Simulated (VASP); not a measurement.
Wanted: the native input for a VASP 6.6.1 run.

* Task: single point
* Functional: r2SCAN
* Potentials or basis: VASP PAW PBE potentials, release 64 (Al, O)
* Cutoff: 520 eV
* k mesh: 6 × 6 × 6
* Occupations: gaussian, width 0.02 eV
* Spin: no spin polarisation
* Dipole correction: no
* Further INCAR settings: ALGO = Normal; EDIFF = 1e-07; NBANDS = 35

The system is Al2O3.

```
CELL_PARAMETERS angstrom
2.30836 1.33273 4.18850
-2.30836 1.33273 4.18850
0.00000 -2.66546 4.18850
ATOMIC_POSITIONS crystal
Al 0.35171 0.35171 0.35171
Al 0.14829 0.14829 0.14829
Al 0.64829 0.64829 0.64829
Al 0.85171 0.85171 0.85171
O 0.55734 0.94266 0.25000
O 0.25000 0.55734 0.94266
O 0.94266 0.25000 0.55734
O 0.44266 0.05734 0.75000
O 0.75000 0.44266 0.05734
O 0.05734 0.75000 0.44266
```

This cell differs from its parent crystal: volume scaled by 0.91, then relaxed in part.

One way to write it, as run:

POSCAR

```
Al2O3
1.0
    2.3083592897      1.3327318572      4.1885028008
   -2.3083592897      1.3327318572      4.1885028008
    0.0000000000     -2.6654637147      4.1885028008
Al O
4 6
Direct
    0.3517052916      0.3517052916      0.3517052916
    0.1482947084      0.1482947084      0.1482947084
    0.6482947084      0.6482947084      0.6482947084
    0.8517052916      0.8517052916      0.8517052916
    0.5573399965      0.9426600035      0.2500000000
    0.2500000000      0.5573399965      0.9426600035
    0.9426600035      0.2500000000      0.5573399965
    0.4426600035      0.0573399965      0.7500000000
    0.7500000000      0.4426600035      0.0573399965
    0.0573399965      0.7500000000      0.4426600035
```

INCAR.step1

```
  PREC = Accurate
  ENCUT = 520
  ISMEAR = 0
  SIGMA = 0.02
  LREAL = False
  LASPH = True
  NELM = 60
  NBANDS = 35
  GGA = PE
  ALGO = Normal
  EDIFF = 1E-4
  LWAVE = True
  LCHARG = False
```

INCAR.step2

```
  PREC = Accurate
  ENCUT = 520
  EDIFF = 1E-7
  ISMEAR = 0
  SIGMA = 0.02
  LREAL = False
  LASPH = True
  NELM = 60
  ALGO = Normal
  ISIF = 2
  LWAVE = False
  LCHARG = False
  METAGGA = R2SCAN
  LMIXTAU = True
  NBANDS = 35
  ISTART = 1
```

KPOINTS

```
regular mesh
0
Gamma
  6 6 6
```

Potentials or basis: VASP PAW PBE potentials, release 64 (Al, O).

Run with:

```sh
$ cat potpaw_PBE.64/Al/POTCAR potpaw_PBE.64/O/POTCAR > POTCAR
$ cp INCAR.step1 INCAR
$ mpirun -np 1 vasp_std > vasp.out
$ cp INCAR.step2 INCAR
$ mpirun -np 1 vasp_std > vasp.out
```

It gave:

| Item | Value |
| --- | --- |
| Pressure | 28.7 GPa |
| Largest force | 0.030 eV/Å |
| Band gap on the k mesh | 8.38 eV, direct |

Caveat: the PAW data sets were made with another functional, which shifts forces and pressure a little.

It took 4.7 min on 1 thread of AMD EPYC 9R45 (Zen 5), on a shared host, peak memory 0.24 GiB.
